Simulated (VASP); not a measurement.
# Na (Pm-3m) in VASP: a series of runs

The runs below take Na through single point, with PBE.

Program: VASP 6.6.1. These are calculated values, not measurements. Logs are shortened: lines on timing, memory, paths and dates and some standing lists are left out, and cuts for length are marked.

**1. The cell of the first run**

Symmetry: Pm-3m, No. 221, cubic system. Conventional cell: a = 2.527 Å, b = 2.527 Å, c = 2.527 Å, α = 90.00°, β = 90.00°, γ = 90.00°. Within 3.3 Å of Na (site symmetry m-3m) lie 6 Na at 2.53 Å.

**2. Single point, PBE**

INCAR

```
  ALGO = Normal
  EDIFF = 1E-6
  ENCUT = 520
  GGA = PE
  ISIF = 2
  ISMEAR = 1
  LASPH = True
  LCHARG = True
  LELF = True
  LREAL = False
  LVHAR = True
  LWAVE = False
  NBANDS = 10
  NELM = 80
  PREC = Accurate
  SIGMA = 0.1
```

KPOINTS

```
k-points
0
Gamma
  12 12 12
```

POSCAR

```
Na
1.0
    2.5273938748      0.0000000000      0.0000000000
    0.0000000000      2.5273938748      0.0000000000
    0.0000000000      0.0000000000      2.5273938748
Na
1
Direct
    0.0000000000      0.0000000000      0.0000000000
```

Potentials or basis: VASP PAW PBE potentials, release 64 (Na_pv).

Run with:

```sh
> cat potpaw_PBE.64/Na_pv/POTCAR > POTCAR
> mpirun -np 1 vasp_std > vasp.out
```

OUTCAR:

```text
EDIFF = 1E-6
   ENCUT = 520
   GGA = PE
   ISIF = 2
   ISMEAR = 1
   LASPH = True
   LREAL = False
   NELM = 80
   PREC = Accurate

 ion  position               nearest neighbor table
   1  0.000  0.000  0.000-

  LATTYP: Found a simple cubic cell.
 ALAT       =     2.5273938748

  Lattice vectors:

 A1 = (   2.5273938748,   0.0000000000,   0.0000000000)
 A2 = (   0.0000000000,   2.5273938748,   0.0000000000)
 A3 = (   0.0000000000,   0.0000000000,   2.5273938748)

Analysis of symmetry for initial positions (statically):
=====================================================================
 Subroutine PRICEL returns:
 Original cell was already a primitive cell.

 Routine SETGRP: Setting up the symmetry group for a
 simple cubic supercell.

 Subroutine GETGRP returns: Found 48 space group operations
 (whereof 48 operations were pure point group operations)
 out of a pool of 48 trial point group operations.

The static configuration has the point symmetry O_h .

Analysis of symmetry for dynamics (positions and initial velocities):
=====================================================================
 Subroutine PRICEL returns:
 Original cell was already a primitive cell.

 Routine SETGRP: Setting up the symmetry group for a
 simple cubic supercell.

 Subroutine GETGRP returns: Found 48 space group operations
 (whereof 48 operations were pure point group operations)
 out of a pool of 48 trial point group operations.

The dynamic configuration has the point symmetry O_h .

 Subroutine INISYM returns: Found 48 space group operations
 (whereof 48 operations are pure point group operations),
 and found     1 'primitive' translations

----------------------------------------------------------------------------------------

                                     Primitive cell

  volume of cell :      16.1443

  direct lattice vectors                    reciprocal lattice vectors
     2.527393875  0.000000000  0.000000000     0.395664487  0.000000000  0.000000000
     0.000000000  2.527393875  0.000000000     0.000000000  0.395664487  0.000000000
     0.000000000  0.000000000  2.527393875     0.000000000  0.000000000  0.395664487

  length of vectors
     2.527393875  2.527393875  2.527393875     0.395664487  0.395664487  0.395664487

  position of ions in fractional coordinates (direct lattice)
     0.000000000  0.000000000  0.000000000

  ion indices of the primitive-cell ions
   primitive index   ion index
                 1           1

----------------------------------------------------------------------------------------

 KPOINTS: k-points

Automatic generation of k-mesh.
 Grid dimensions read from file:
 generate k-points for:   12   12   12

 Generating k-lattice:

  Cartesian coordinates                     Fractional coordinates (reciprocal lattice)
     0.032972041  0.000000000  0.000000000     0.083333333  0.000000000  0.000000000
     0.000000000  0.032972041  0.000000000     0.000000000  0.083333333  0.000000000
     0.000000000  0.000000000  0.032972041     0.000000000  0.000000000  0.083333333

  Length of vectors
     0.032972041  0.032972041  0.032972041

  Shift w.r.t. Gamma in fractional coordinates (k-lattice)
     0.000000000  0.000000000  0.000000000

 Subroutine IBZKPT returns following result:
 ===========================================

 Found     84 irreducible k-points:

 Following reciprocal coordinates:
            Coordinates               Weight
  0.000000  0.000000  0.000000      1.000000
  0.083333  0.000000  0.000000      6.000000
  0.166667  0.000000  0.000000      6.000000
  0.250000  0.000000  0.000000      6.000000
  0.333333  0.000000  0.000000      6.000000
  0.416667  0.000000  0.000000      6.000000
[... 16 lines left out ...]
  0.333333  0.333333  0.000000     12.000000
  0.416667  0.333333  0.000000     24.000000
 [... further k-points ...]
   k-points           NKPTS =     84   k-points in BZ     NKDIM =     84   number of bands    NBANDS=     10
   number of dos      NEDOS =    301   number of ions     NIONS =      1
   total plane-waves  NPLWV =   8000
   dimension x,y,z NGX =    20 NGY =   20 NGZ =   20
   dimension x,y,z NGXF=    40 NGYF=   40 NGZF=   40
   ions per type =               1
   NGX,Y,Z   is equivalent  to a cutoff of  13.16, 13.16, 13.16 a.u.
   NGXF,Y,Z  is equivalent  to a cutoff of  26.31, 26.31, 26.31 a.u.
 SYSTEM =  unknown system
   PREC   = accura    normal or accurate (medium, high low for compatibility)
   ISTART =      0    job   : 0-new  1-cont  2-samecut
   ICHARG =      2    charge: 1-file 2-atom 10-const
   ISPIN  =      1    spin polarized calculation?
   LNONCOLLINEAR =      F non collinear calculations
   LSORBIT =      F    spin-orbit coupling
   LASPH  =      T    aspherical Exc in radial PAW
   ENCUT  =  520.0 eV  38.22 Ry    6.18 a.u.   4.70  4.70  4.70*2*pi/ulx,y,z
   NELM   =     80;   NELMIN=  2; NELMDL= -5     # of ELM steps
   EDIFF  = 0.1E-05   stopping-criterion for ELM
   LREAL  =      F    real-space projection
   EDIFFG = 0.1E-04   stopping-criterion for IOM
   NSW    =      0    number of steps for IOM
   IBRION =     -1    ionic relax: 0-MD 1-quasi-New 2-CG
   NFREE  =      0    steps in history (QN), initial steepest desc. (CG)
   ISIF   =      2    stress and relaxation
   ISYM   =      2    0-nonsym 1-usesym 2-fastsym
   POTIM  = 0.5000    time-step for ionic-motion
   TEBEG  =    0.0;   TEEND  =   0.0 temperature during run
   PSTRESS=    0.0 pullay stress
   NELECT =       7.0000    total number of electrons
   NUPDOWN=      -1.0000    fix difference up-down
   EMIN   =  10.00;   EMAX   =-10.00  energy-range for DOS
   EFERMI =   0.00;   METHOD = LEGACY
   ISMEAR =     1;   SIGMA  =   0.10  broadening in eV -4-tet -1-fermi 0-gaus
   EFERMI_NEDOS =   21; number of points for ismear=-14 and -15
   IALGO  =     38    algorithm
   IMIX   =      4    mixing-type and parameters
     AMIX     =   0.40;   BMIX     =  1.00
     AMIX_MAG =   1.60;   BMIX_MAG =  1.00
  volume/ion in A,a.u.               =      16.14       108.95
  Fermi-wavevector in a.u.,A,eV,Ry     =   1.239085  2.341532 20.889469  1.535333
  Thomas-Fermi vector in A             =   2.373584
   LORBIT       =      0    0 simple, 1 ext, 2 COOP (PROOUT), +10 PAW based schemes
   GGA     = PE    functional components
   LHFCALC =     F    Hartree Fock is set to
   AEXX    =    0.0000 exact exchange contribution
   IVDW    =     0    specifies the selected vdW correction
   LEPSILON=     F    determine dielectric tensor
   LRPA    =     F    only Hartree local field effects (RPA)
 non-spin polarized calculation
 Methfessel and Paxton  Order N= 1 SIGMA  =   0.10
  energy-cutoff  :      520.00
  volume of cell :       16.14
 maximum number of plane-waves:       461
 NGX is ok and might be reduce to    20
   NGX =  9   NGY =  9   NGZ =  9

 number of electron       6.9999982 magnetization

 Free energy of the ion-electron system (eV)
  ---------------------------------------------------
  ext. energy  EPLUGINS =         0.00000000
  ---------------------------------------------------
  free energy    TOTEN  =        -0.12757616 eV

  energy without entropy =       -0.12726918  energy(sigma->0) =       -0.12747383

 E-fermi :   4.2407     XC(G=0):  -9.1721

 val. band max:        4.2266091290   @ k =   0.5000   0.0833   0.0833
 cond. band min:       4.3094563606   @ k =   0.4167   0.2500   0.0833
 fundamental gap:      0.0828472316
 Fermi energy:         4.2406967859

 k-point     1 :       0.0000    0.0000    0.0000
  band No.  band energies     occupation
      1     -21.1001      2.00000
      2     -21.1001      2.00000
      3     -21.1001      2.00000
      4      -1.1893      2.00000
      5      16.8745      0.00000
      6      16.8745      0.00000
      7      21.6943      0.00000
      8      21.6943      0.00000
      9      21.6943      0.00000
     10      28.1170      0.00000

 k-point     2 :       0.0833    0.0000    0.0000
  band No.  band energies     occupation
      1     -21.1451      2.00000
      2     -21.0963      2.00000
      3     -21.0963      2.00000
      4      -1.0095      2.00000
      5      15.7971      0.00000
      6      17.0284      0.00000
      7      21.7722      0.00000
      8      21.7722      0.00000
      9      22.3493      0.00000
     10      28.9286      0.00000

 k-point     3 :       0.1667    0.0000    0.0000
  band No.  band energies     occupation
      1     -21.2666      2.00000
      2     -21.0859      2.00000
      3     -21.0859      2.00000
      4      -0.4788      2.00000
      5      13.6344      0.00000
      6      17.4868      0.00000
      7      22.0009      0.00000
      8      22.0009      0.00000
      9      23.4863      0.00000
     10      31.0859      0.00000

 k-point     4 :       0.2500    0.0000    0.0000
  band No.  band energies     occupation
      1     -21.4294      2.00000
      2     -21.0716      2.00000
      3     -21.0716      2.00000
      4       0.3791      2.00000
      5      11.2718      0.00000
      6      18.2369      0.00000
      7      22.3624      0.00000
      8      22.3624      0.00000
      9      24.6796      0.00000
     10      30.6995      0.00000
[... 222 lines left out ...]
 k-point    22 :       0.5000    0.2500    0.0000
  band No.  band energies     occupation
      1     -21.6821      2.00000
      2     -21.3356      2.00000
      3     -21.0173      2.00000
      4       5.0740     -0.00000
      5       7.1249      0.00000
      6      15.2584      0.00000
      7      17.7416      0.00000
      8      24.7932      0.00000
      9      27.5980      0.00000
     10      28.0997      0.00000

 k-point    23 :       0.3333    0.3333    0.0000
  band No.  band energies     occupation
      1     -21.5221      2.00000
      2     -21.4900      2.00000
      3     -21.0177      2.00000
      4       3.9160      2.00004
      5      10.8871      0.00000
      6      11.5900      0.00000
      7      18.3668      0.00000
      8      24.6088      0.00000
      9      26.3951      0.00000
     10      28.8905      0.00000

 k-point    24 :       0.4167    0.3333    0.0000
  band No.  band energies     occupation
      1     -21.6126      2.00000
      2     -21.4851      2.00000
      3     -21.0080      2.00000
      4       5.1030     -0.00000
      5       9.2520      0.00000
      6      12.2968      0.00000
      7      16.7394      0.00000
      8      25.3858      0.00000
      9      27.6060      0.00000
     10      28.2375      0.00000

 [... further k-points ...]
[... 5 lines left out ...]
  --------------------------------------------------------------------------------------
  -------------------------------------------------------------------------------------
  Total        3.0360491      3.0360491      3.0360491      0.0000000     -0.0000000      0.0000000
  in kB      301.3010122    301.3010122    301.3010122      0.0000000     -0.0000000      0.0000000
  external PRESSURE =     301.3010122 kB  Pullay stress =       0.0000000 kB

 VOLUME and BASIS-vectors are now :
 -----------------------------------------------------------------------------
  energy-cutoff  :      520.00
  volume of cell :       16.14
      direct lattice vectors                 reciprocal lattice vectors
     2.527393875  0.000000000  0.000000000     0.395664487  0.000000000  0.000000000
     0.000000000  2.527393875  0.000000000     0.000000000  0.395664487  0.000000000
     0.000000000  0.000000000  2.527393875     0.000000000  0.000000000  0.395664487

 POSITION                                       TOTAL-FORCE (eV/Angst)
 -----------------------------------------------------------------------------------
      0.00000      0.00000      0.00000         0.000000      0.000000      0.000000
 -----------------------------------------------------------------------------------
    total drift:                                0.000000      0.000000      0.000000

  FREE ENERGIE OF THE ION-ELECTRON SYSTEM (eV)
  ---------------------------------------------------
  free  energy   TOTEN  =        -0.1275761551 eV

  energy  without entropy=       -0.1272691834  energy(sigma->0) =       -0.12747383
```

Run time: 8.1 s. Hardware: 1 thread of Intel Xeon Platinum 8259CL at 2.50GHz (Skylake/Cascade Lake), shared host; peak memory 0.12 GiB.

Results:

```yaml
Free_energy: -0.1276 eV
Pressure: 30.1 GPa
```

**3. Single point, PBE**

This run uses another cell than the first one, of 18.39 Å³/atom, 1.139 times its volume.

INCAR

```
SYSTEM = Na
PREC = Accurate ; ENCUT = 520
EDIFF = 1E-6 ; ISMEAR = 1
SIGMA = 0.1 ; LREAL = .FALSE.
LASPH = .TRUE. ; NELM = 60
ALGO = Normal ; ISIF = 2
LWAVE = .FALSE. ; LCHARG = .FALSE.
GGA = PE ; NBANDS = 10
```

KPOINTS

```
regular mesh
0
G
  12 12 12
  0 0 0
```

POSCAR

```
Na
1.0
    2.6395476767      0.0000000000      0.0000000000
    0.0000000000      2.6395476767      0.0000000000
    0.0000000000      0.0000000000      2.6395476767
Na
1
Direct
    0.0000000000      0.0000000000      0.0000000000
```

Potentials or basis: VASP PAW PBE potentials, release 64 (Na_pv).

Run with:

```sh
> cat potpaw_PBE.64/Na_pv/POTCAR > POTCAR
> mpirun -np 1 vasp_std > vasp.out
```

OUTCAR:

```text
SYSTEM = Na
   PREC = Accurate
   ENCUT = 520
   EDIFF = 1E-6
   ISMEAR = 1
   LREAL = .FALSE.
   LASPH = .TRUE.
   NELM = 60
   ISIF = 2
   GGA = PE

 ion  position               nearest neighbor table
   1  0.000  0.000  0.000-

  LATTYP: Found a simple cubic cell.
 ALAT       =     2.6395476767

  Lattice vectors:

 A1 = (   2.6395476767,   0.0000000000,   0.0000000000)
 A2 = (   0.0000000000,   2.6395476767,   0.0000000000)
 A3 = (   0.0000000000,   0.0000000000,   2.6395476767)

Analysis of symmetry for initial positions (statically):
=====================================================================
 Subroutine PRICEL returns:
 Original cell was already a primitive cell.

 Routine SETGRP: Setting up the symmetry group for a
 simple cubic supercell.

 Subroutine GETGRP returns: Found 48 space group operations
 (whereof 48 operations were pure point group operations)
 out of a pool of 48 trial point group operations.

The static configuration has the point symmetry O_h .

Analysis of symmetry for dynamics (positions and initial velocities):
=====================================================================
 Subroutine PRICEL returns:
 Original cell was already a primitive cell.
[... 158 lines left out ...]
 cond. band min:       3.3872006716   @ k =   0.5000   0.0833   0.0833
 fundamental gap:      0.0372539657
 Fermi energy:         3.3803614816

 k-point     1 :       0.0000    0.0000    0.0000
  band No.  band energies     occupation
      1     -21.7996      2.00000
      2     -21.7996      2.00000
      3     -21.7996      2.00000
      4      -1.6565      2.00000
      5      15.3219      0.00000
      6      15.3219      0.00000
      7      19.3922      0.00000
      8      19.3922      0.00000
      9      19.3922      0.00000
     10      25.1085      0.00000
[... 287 lines left out ...]
 k-point    24 :       0.4167    0.3333    0.0000
  band No.  band energies     occupation
      1     -22.1695      2.00000
      2     -22.0782      2.00000
      3     -21.7336      2.00000
      4       4.2116     -0.00000
      5       7.9318      0.00000
      6      10.8687      0.00000
      7      14.8281      0.00000
      8      23.0728      0.00000
      9      24.9804      0.00000
     10      25.7034      0.00000

 [... further k-points ...]
[... 5 lines left out ...]
  --------------------------------------------------------------------------------------
  -------------------------------------------------------------------------------------
  Total        2.2808564      2.2808564      2.2808564      0.0000000      0.0000000     -0.0000000
  in kB      198.7101198    198.7101198    198.7101198      0.0000000      0.0000000     -0.0000000
  external PRESSURE =     198.7101198 kB  Pullay stress =       0.0000000 kB

 VOLUME and BASIS-vectors are now :
 -----------------------------------------------------------------------------
  energy-cutoff  :      520.00
  volume of cell :       18.39
      direct lattice vectors                 reciprocal lattice vectors
     2.639547677  0.000000000  0.000000000     0.378852789  0.000000000  0.000000000
     0.000000000  2.639547677  0.000000000     0.000000000  0.378852789  0.000000000
     0.000000000  0.000000000  2.639547677     0.000000000  0.000000000  0.378852789

 POSITION                                       TOTAL-FORCE (eV/Angst)
 -----------------------------------------------------------------------------------
      0.00000      0.00000      0.00000         0.000000      0.000000      0.000000
 -----------------------------------------------------------------------------------
    total drift:                                0.000000      0.000000      0.000000

  FREE ENERGIE OF THE ION-ELECTRON SYSTEM (eV)
  ---------------------------------------------------
  free  energy   TOTEN  =        -0.4739020938 eV

  energy  without entropy=       -0.4735740408  energy(sigma->0) =       -0.47379274
```

OSZICAR:

```text
N       E                     dE             d eps       ncg     rms          rms(c)
DAV:   1     0.339299890250E+02    0.33930E+02   -0.40287E+03  1684   0.716E+02
DAV:   2     0.121772473618E+00   -0.33808E+02   -0.33505E+02  1812   0.178E+02
DAV:   3    -0.486577891874E+00   -0.60835E+00   -0.60775E+00  2030   0.249E+01
DAV:   4    -0.489310708463E+00   -0.27328E-02   -0.27327E-02  1912   0.159E+00
DAV:   5    -0.489329385629E+00   -0.18677E-04   -0.18677E-04  1862   0.129E-01    0.529E-01
DAV:   6    -0.480411564158E+00    0.89178E-02   -0.19210E-03  2080   0.546E-01    0.335E-01
DAV:   7    -0.473918320429E+00    0.64932E-02   -0.39010E-03  2244   0.653E-01    0.296E-02
DAV:   8    -0.473901283781E+00    0.17037E-04   -0.13148E-04  2154   0.193E-01    0.393E-03
DAV:   9    -0.473902093770E+00   -0.80999E-06   -0.61357E-07  1260   0.841E-03
   1 F= -.47390209E+00 E0= -.47379274E+00  d E =-.328053E-03
```

It took 6.2 s on 1 thread of Intel Xeon Platinum 8259CL at 2.50GHz (Skylake/Cascade Lake), shared host; peak memory 0.12 GiB.

Results:

```
Free energy : -0.4739 eV
Pressure    : 19.9 GPa
```

Levels at points of the mesh, in eV from the Fermi level:
```tsv
k point	band 1	band 2	band 3	band 4	band 5	band 6	band 7	band 8
(0.00, 0.00, 0.00)	-25.18	-25.18	-25.18	-5.04	11.94	11.94	16.01	16.01
(0.50, 0.00, 0.00)	-25.64	-25.14	-25.14	-0.23	1.12	15.73	17.95	17.95
(0.50, 0.50, 0.00)	-25.56	-25.56	-25.10	3.43	5.20	5.20	8.23	21.80
(0.50, 0.50, 0.50)	-25.49	-25.49	-25.49	7.91	7.91	7.91	9.86	11.02
```

[end of part 1 of 2]
